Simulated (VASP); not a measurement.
# ZnS (F-43m) in VASP: further runs

ZnS is run at these levels: PBEsol; tasks: single point.

Everything below comes from runs of VASP 6.6.1. Logs are shortened: lines on timing, memory, paths and dates and some standing lists are left out, and cuts for length are marked.

## 1. The cell of the first run

The structure is cubic, space group F-43m (No. 216). Conventional cell: a = 5.057 Å, b = 5.057 Å, c = 5.057 Å, α = 90.00°, β = 90.00°, γ = 90.00°. Zn (site symmetry -43m) has 4 S at 2.19 Å within 2.9 Å. S (site symmetry -43m) has 4 Zn at 2.19 Å within 2.9 Å.

## 2. Single point, PBEsol

Contents of INCAR:

```
SYSTEM = ZnS
ALGO = Normal ; EDIFF = 1E-6
ENCUT = 520 ; GGA = PS
ISIF = 2 ; ISMEAR = -1
LASPH = .TRUE. ; LCHARG = .FALSE.
LREAL = .FALSE. ; LWAVE = .FALSE.
NBANDS = 16 ; NELM = 80
PREC = Accurate ; SIGMA = 0.05
```

Contents of KPOINTS:

```
k-points
0
G
  9 9 9
  0 0 0
```

Contents of POSCAR:

```
ZnS
1.0
    0.0000000000      2.5285040753      2.5285040753
    2.5285040753      0.0000000000      2.5285040753
    2.5285040753      2.5285040753      0.0000000000
Zn S
1 1
Direct
    0.7500000000      0.7500000000      0.7500000000
    0.0000000000      0.0000000000      0.0000000000
```

Potentials or basis: VASP PAW PBE potentials, release 64 (Zn, S).

Launch:

```bash
> cat potpaw_PBE.64/Zn/POTCAR potpaw_PBE.64/S/POTCAR > POTCAR
> mpirun -np 1 vasp_std > vasp.out
```

OUTCAR:

```text
SYSTEM = ZnS
   EDIFF = 1E-6
   ENCUT = 520
   GGA = PS
   ISIF = 2
   ISMEAR = -1
   LASPH = .TRUE.
   LREAL = .FALSE.
   NELM = 80
   PREC = Accurate

 ion  position               nearest neighbor table
   1  0.750  0.750  0.750-   2 2.19   2 2.19   2 2.19   2 2.19
   2  0.000  0.000  0.000-   1 2.19   1 2.19   1 2.19   1 2.19

  LATTYP: Found a face centered cubic cell.
 ALAT       =     5.0570081506

  Lattice vectors:

 A1 = (   0.0000000000,   2.5285040753,   2.5285040753)
 A2 = (   2.5285040753,   0.0000000000,   2.5285040753)
 A3 = (   2.5285040753,   2.5285040753,   0.0000000000)

Analysis of symmetry for initial positions (statically):
=====================================================================
 Subroutine PRICEL returns:
 Original cell was already a primitive cell.

 Routine SETGRP: Setting up the symmetry group for a
 face centered cubic supercell.

 Subroutine GETGRP returns: Found 24 space group operations
 (whereof 24 operations were pure point group operations)
 out of a pool of 48 trial point group operations.

The static configuration has the point symmetry T_d .

Analysis of symmetry for dynamics (positions and initial velocities):
=====================================================================
 Subroutine PRICEL returns:
 Original cell was already a primitive cell.

 Routine SETGRP: Setting up the symmetry group for a
 face centered cubic supercell.

 Subroutine GETGRP returns: Found 24 space group operations
 (whereof 24 operations were pure point group operations)
 out of a pool of 48 trial point group operations.

The dynamic configuration has the point symmetry T_d .

 Subroutine INISYM returns: Found 24 space group operations
 (whereof 24 operations are pure point group operations),
 and found     1 'primitive' translations

----------------------------------------------------------------------------------------

                                     Primitive cell

  volume of cell :      32.3311

  direct lattice vectors                    reciprocal lattice vectors
     0.000000000  2.528504075  2.528504075    -0.197745380  0.197745380  0.197745380
     2.528504075  0.000000000  2.528504075     0.197745380 -0.197745380  0.197745380
     2.528504075  2.528504075  0.000000000     0.197745380  0.197745380 -0.197745380

  length of vectors
     3.575844756  3.575844756  3.575844756     0.342505046  0.342505046  0.342505046

  position of ions in fractional coordinates (direct lattice)
     0.750000000  0.750000000  0.750000000
     0.000000000  0.000000000  0.000000000

  ion indices of the primitive-cell ions
   primitive index   ion index
                 1           1
                 2           2

----------------------------------------------------------------------------------------

 KPOINTS: k-points

Automatic generation of k-mesh.
 Grid dimensions read from file:
 generate k-points for:    9    9    9

 Generating k-lattice:

  Cartesian coordinates                     Fractional coordinates (reciprocal lattice)
    -0.021971709  0.021971709  0.021971709     0.111111111  0.000000000  0.000000000
     0.021971709 -0.021971709  0.021971709     0.000000000  0.111111111  0.000000000
     0.021971709  0.021971709 -0.021971709     0.000000000  0.000000000  0.111111111

  Length of vectors
     0.038056116  0.038056116  0.038056116

  Shift w.r.t. Gamma in fractional coordinates (k-lattice)
     0.000000000  0.000000000  0.000000000

 Subroutine IBZKPT returns following result:
 ===========================================

 Found     35 irreducible k-points:

 Following reciprocal coordinates:
            Coordinates               Weight
  0.000000  0.000000  0.000000      1.000000
  0.111111  0.000000  0.000000      8.000000
  0.222222  0.000000  0.000000      8.000000
  0.333333  0.000000  0.000000      8.000000
  0.444444  0.000000  0.000000      8.000000
  0.111111  0.111111  0.000000      6.000000
[... 16 lines left out ...]
 -0.333333  0.333333  0.000000     12.000000
  0.444444  0.444444  0.000000      6.000000
 [... further k-points ...]
   k-points           NKPTS =     35   k-points in BZ     NKDIM =     35   number of bands    NBANDS=     16
   number of dos      NEDOS =    301   number of ions     NIONS =      2
   total plane-waves  NPLWV =  21952
   dimension x,y,z NGX =    28 NGY =   28 NGZ =   28
   dimension x,y,z NGXF=    56 NGYF=   56 NGZF=   56
   ions per type =               1   1
   NGX,Y,Z   is equivalent  to a cutoff of  13.02, 13.02, 13.02 a.u.
   NGXF,Y,Z  is equivalent  to a cutoff of  26.04, 26.04, 26.04 a.u.
 SYSTEM =  ZnS
   PREC   = accura    normal or accurate (medium, high low for compatibility)
   ISTART =      0    job   : 0-new  1-cont  2-samecut
   ICHARG =      2    charge: 1-file 2-atom 10-const
   ISPIN  =      1    spin polarized calculation?
   LNONCOLLINEAR =      F non collinear calculations
   LSORBIT =      F    spin-orbit coupling
   LASPH  =      T    aspherical Exc in radial PAW
   ENCUT  =  520.0 eV  38.22 Ry    6.18 a.u.   6.65  6.65  6.65*2*pi/ulx,y,z
   NELM   =     80;   NELMIN=  2; NELMDL= -5     # of ELM steps
   EDIFF  = 0.1E-05   stopping-criterion for ELM
   LREAL  =      F    real-space projection
   EDIFFG = 0.1E-04   stopping-criterion for IOM
   NSW    =      0    number of steps for IOM
   IBRION =     -1    ionic relax: 0-MD 1-quasi-New 2-CG
   NFREE  =      0    steps in history (QN), initial steepest desc. (CG)
   ISIF   =      2    stress and relaxation
   ISYM   =      2    0-nonsym 1-usesym 2-fastsym
   POTIM  = 0.5000    time-step for ionic-motion
   TEBEG  =    0.0;   TEEND  =   0.0 temperature during run
   PSTRESS=    0.0 pullay stress
   NELECT =      18.0000    total number of electrons
   NUPDOWN=      -1.0000    fix difference up-down
   EMIN   =  10.00;   EMAX   =-10.00  energy-range for DOS
   EFERMI =   0.00;   METHOD = LEGACY
   ISMEAR =    -1;   SIGMA  =   0.05  broadening in eV -4-tet -1-fermi 0-gaus
   EFERMI_NEDOS =   21; number of points for ismear=-14 and -15
   IALGO  =     38    algorithm
   IMIX   =      4    mixing-type and parameters
     AMIX     =   0.40;   BMIX     =  1.00
     AMIX_MAG =   1.60;   BMIX_MAG =  1.00
  volume/ion in A,a.u.               =      16.17       109.09
  Fermi-wavevector in a.u.,A,eV,Ry     =   1.346766  2.545018 24.677942  1.813778
  Thomas-Fermi vector in A             =   2.474571
   LORBIT       =      0    0 simple, 1 ext, 2 COOP (PROOUT), +10 PAW based schemes
   GGA     = PS    functional components
   LHFCALC =     F    Hartree Fock is set to
   AEXX    =    0.0000 exact exchange contribution
   IVDW    =     0    specifies the selected vdW correction
   LEPSILON=     F    determine dielectric tensor
   LRPA    =     F    only Hartree local field effects (RPA)
 non-spin polarized calculation
  energy-cutoff  :      520.00
  volume of cell :       32.33
 maximum number of plane-waves:       893
   NGX = 13   NGY = 13   NGZ = 13

 number of electron      18.0000014 magnetization

 Free energy of the ion-electron system (eV)
  ---------------------------------------------------
  ext. energy  EPLUGINS =         0.00000000
  ---------------------------------------------------
  free energy    TOTEN  =        -7.25249664 eV

  energy without entropy =       -7.25249664  energy(sigma->0) =       -7.25249664

 E-fermi :   5.0920     XC(G=0): -10.8146

 val. band max:        4.1110900151   @ k =   0.0000   0.0000   0.0000
 cond. band min:       6.8975504411   @ k =   0.4444   0.4444   0.0000
 fundamental gap:      2.7864604259
 Fermi energy:         5.0919880199

 k-point     1 :       0.0000    0.0000    0.0000
  band No.  band energies     occupation
      1     -10.6600      2.00000
      2      -3.3059      2.00000
      3      -3.3059      2.00000
      4      -3.3059      2.00000
      5      -2.5452      2.00000
      6      -2.5452      2.00000
[... 8 lines left out ...]
     15      16.0450      0.00000
     16      16.8653      0.00000

 k-point     2 :       0.1111    0.0000    0.0000
  band No.  band energies     occupation
      1     -10.5302      2.00000
      2      -3.3233      2.00000
      3      -3.2810      2.00000
      4      -3.2810      2.00000
      5      -2.5482      2.00000
      6      -2.5482      2.00000
[... 8 lines left out ...]
     15      15.4184      0.00000
     16      17.4575      0.00000

 k-point     3 :       0.2222    0.0000    0.0000
  band No.  band energies     occupation
      1     -10.1738      2.00000
      2      -3.3414      2.00000
      3      -3.2229      2.00000
      4      -3.2229      2.00000
      5      -2.5475      2.00000
      6      -2.5475      2.00000
[... 8 lines left out ...]
     15      15.0224      0.00000
     16      16.8291      0.00000

 k-point     4 :       0.3333    0.0000    0.0000
  band No.  band energies     occupation
      1      -9.7053      2.00000
      2      -3.2625      2.00000
      3      -3.1693      2.00000
      4      -3.1693      2.00000
      5      -2.5271      2.00000
      6      -2.5271      2.00000
[... 8 lines left out ...]
     15      15.8901      0.00000
     16      16.3895      0.00000

 k-point     5 :       0.4444    0.0000    0.0000
  band No.  band energies     occupation
      1      -9.3482      2.00000
      2      -3.1439      2.00000
      3      -3.1439      2.00000
      4      -2.9529      2.00000
      5      -2.4996      2.00000
      6      -2.4996      2.00000
[... 8 lines left out ...]
     15      17.5385      0.00000
     16      17.5385      0.00000

 k-point     6 :       0.1111    0.1111    0.0000
  band No.  band energies     occupation
      1     -10.4869      2.00000
      2      -3.3485      2.00000
      3      -3.2620      2.00000
      4      -3.2620      2.00000
      5      -2.5695      2.00000
      6      -2.5303      2.00000
[... 8 lines left out ...]
     15      16.2125      0.00000
     16      18.0418      0.00000
[... 267 lines left out ...]
 k-point    21 :       0.4444    0.3333    0.0000
  band No.  band energies     occupation
      1      -9.0795      2.00000
      2      -3.5093      2.00000
      3      -2.8898      2.00000
      4      -2.8807      2.00000
      5      -2.4645      2.00000
      6      -2.4425      2.00000
[... 8 lines left out ...]
     15      18.1861      0.00000
     16      20.6571      0.00000

 k-point    22 :      -0.4444    0.3333    0.0000
  band No.  band energies     occupation
      1      -8.9004      2.00000
      2      -3.3668      2.00000
      3      -2.8854      2.00000
      4      -2.7793      2.00000
      5      -2.4734      2.00000
      6      -2.1541      2.00000
[... 8 lines left out ...]
     15      17.5755      0.00000
     16      20.5988      0.00000

 k-point    23 :      -0.3333    0.3333    0.0000
  band No.  band energies     occupation
      1      -8.9482      2.00000
      2      -3.2418      2.00000
      3      -2.9435      2.00000
      4      -2.6583      2.00000
      5      -2.5242      2.00000
      6      -2.2922      2.00000
[... 8 lines left out ...]
     15      16.0164      0.00000
     16      21.8123      0.00000

 k-point    24 :       0.4444    0.4444    0.0000
  band No.  band energies     occupation
      1      -8.8998      2.00000
      2      -3.5813      2.00000
      3      -2.8086      2.00000
      4      -2.8086      2.00000
      5      -2.4218      2.00000
      6      -2.3655      2.00000
[... 8 lines left out ...]
     15      17.9837      0.00000
     16      20.0599      0.00000

 [... further k-points ...]
[... 5 lines left out ...]
  --------------------------------------------------------------------------------------
  -------------------------------------------------------------------------------------
  Total        4.1081255      4.1081255      4.1081255      0.0000000      0.0000000      0.0000000
  in kB      203.5791592    203.5791592    203.5791592      0.0000000      0.0000000      0.0000000
  external PRESSURE =     203.5791592 kB  Pullay stress =       0.0000000 kB

 VOLUME and BASIS-vectors are now :
 -----------------------------------------------------------------------------
  energy-cutoff  :      520.00
  volume of cell :       32.33
      direct lattice vectors                 reciprocal lattice vectors
     0.000000000  2.528504075  2.528504075    -0.197745380  0.197745380  0.197745380
     2.528504075  0.000000000  2.528504075     0.197745380 -0.197745380  0.197745380
     2.528504075  2.528504075  0.000000000     0.197745380  0.197745380 -0.197745380

 POSITION                                       TOTAL-FORCE (eV/Angst)
 -----------------------------------------------------------------------------------
      3.79276      3.79276      3.79276         0.000000      0.000000      0.000000
      0.00000      0.00000      0.00000        -0.000000     -0.000000     -0.000000
 -----------------------------------------------------------------------------------
    total drift:                                0.000003      0.000003      0.000003

  FREE ENERGIE OF THE ION-ELECTRON SYSTEM (eV)
  ---------------------------------------------------
  free  energy   TOTEN  =        -7.2524966444 eV

  energy  without entropy=       -7.2524966443  energy(sigma->0) =       -7.25249664
```

Run time: 18 s. Hardware: 1 thread of Intel Xeon 8259CL, shared host; peak memory 0.16 GiB.

What came out:

```yaml
Free_energy: -7.2525 eV
Pressure: 20.4 GPa
Band_gap_on_the_k_mesh: 2.79 eV (least direct gap 2.88 eV)
```

Caveat: the cell stands under pressure; the PAW data sets were made with another functional, which shifts forces and pressure a little; an odd mesh through Γ misses points on the zone boundary, where band edges can lie.

## 3. Single point, PBEsol

This run uses another cell than the first one, of 17.36 Å³/atom.

Contents of INCAR:

```
PREC     = Accurate       # precision mode
ENCUT    = 520            # plane-wave cutoff, eV
EDIFF    = 1E-6           # SCF threshold, eV
ISMEAR   = -1             # smearing method
SIGMA    = 0.05           # smearing width, eV
LREAL    = False          # projectors in reciprocal space
LASPH    = True           # aspherical terms in the spheres
NELM     = 80             # most SCF steps
ALGO     = Normal         # electronic algorithm
ISIF     = 2              # what is computed and relaxed
LWAVE    = False          # write WAVECAR
LCHARG   = True           # write CHGCAR
GGA      = PS             # functional
LELF     = True           # ELF
LVHAR    = True         
NBANDS   = 16             # bands
```

Contents of KPOINTS:

```
regular mesh
0
Gamma
  9 9 9
```

Contents of POSCAR:

```
ZnS
1.0
    0.0000000000      2.5894991325      2.5894991325
    2.5894991325      0.0000000000      2.5894991325
    2.5894991325      2.5894991325      0.0000000000
Zn S
1 1
Direct
    0.7500000000      0.7500000000      0.7500000000
    0.0000000000      0.0000000000      0.0000000000
```

Potentials or basis: VASP PAW PBE potentials, release 64 (Zn, S).

Launch:

```bash
> cat potpaw_PBE.64/Zn/POTCAR potpaw_PBE.64/S/POTCAR > POTCAR
> mpirun -np 1 vasp_std > vasp.out
```

Wall time 18 s (1 thread of Intel Xeon 8259CL, shared host); peak memory 0.16 GiB.

It converged, with:

| Property | Result |
| --- | --- |
| Free energy | -7.4775 eV |
| Pressure | 10.2 GPa |
| Band gap on the k mesh | 2.55 eV |

Levels at points of the mesh, in eV from the valence-band top:
```tsv
k point	band 7	band 8	band 9	band 10	band 11	band 12
(0.00, 0.00, 0.00)	0.00	0.00	0.00	2.55	6.18	6.18
```

Caveat: the cell stands under pressure; the PAW data sets were made with another functional, which shifts forces and pressure a little; an odd mesh through Γ misses points on the zone boundary, where band edges can lie.

## 4. Single point, PBEsol

This run uses another cell than the first one, of 18.17 Å³/atom.

Contents of INCAR:

```
PREC = Accurate
ENCUT = 520
EDIFF = 1E-7
ISMEAR = -1
SIGMA = 0.05
LREAL = F
LASPH = T
NELM = 60
ALGO = Normal
ISIF = 2
LWAVE = F
LCHARG = F
GGA = PS
NBANDS = 16
```

KPOINTS is that of step 3.

Contents of POSCAR:

```
ZnS
1.0
    0.0000000000      2.6287891121      2.6287891121
    2.6287891121      0.0000000000      2.6287891121
    2.6287891121      2.6287891121      0.0000000000
Zn S
1 1
Direct
    0.7500000000      0.7500000000      0.7500000000
    0.0000000000      0.0000000000      0.0000000000
```

Launch:

```bash
> cat potpaw_PBE.64/Zn/POTCAR potpaw_PBE.64/S/POTCAR > POTCAR
> mpirun -np 1 vasp_std > vasp.out
```

It took 19 s on 1 thread of Intel Xeon 8259CL, shared host; peak memory 0.16 GiB.

Results (log left out):

| Item | Value |
| --- | --- |
| Free energy | -7.5545 eV |
| Pressure | 5.3 GPa |
| Band gap on the k mesh | 2.34 eV |

Levels at points of the mesh, in eV from the valence-band top:
```
           k point  band 7  band 8  band 9  band 10  band 11  band 12
(0.00, 0.00, 0.00)    0.00    0.00    0.00     2.34     6.24     6.24
```

Caveat: the cell stands under pressure; the PAW data sets were made with another functional, which shifts forces and pressure a little.

## 5. The runs side by side

| cell | gap on the mesh (eV) | pressure (GPa) |
| --- | --- | --- |
| a = 3.576 Å, angles 60.0°, 2 atoms | 2.79 | 20.4 |
| a = 3.662 Å, angles 60.0°, 2 atoms | 2.55 | 10.2 |
| a = 3.718 Å, angles 60.0°, 2 atoms | 2.34 | 5.3 |

Alike in all rows: task single point; level PBEsol; potentials or basis VASP PAW PBE potentials, release 64 (Zn, S); no spin polarisation; k mesh 9 × 9 × 9; cutoff (eV) 520; smearing fermi-dirac 0.05 eV.

Caveats: the cell stands under pressure; the PAW data sets were made with another functional, which shifts forces and pressure a little; an odd mesh through Γ misses points on the zone boundary, where band edges can lie (at least some runs).

Total energies depend on the potentials used, so only differences within one code and one set of settings carry meaning.
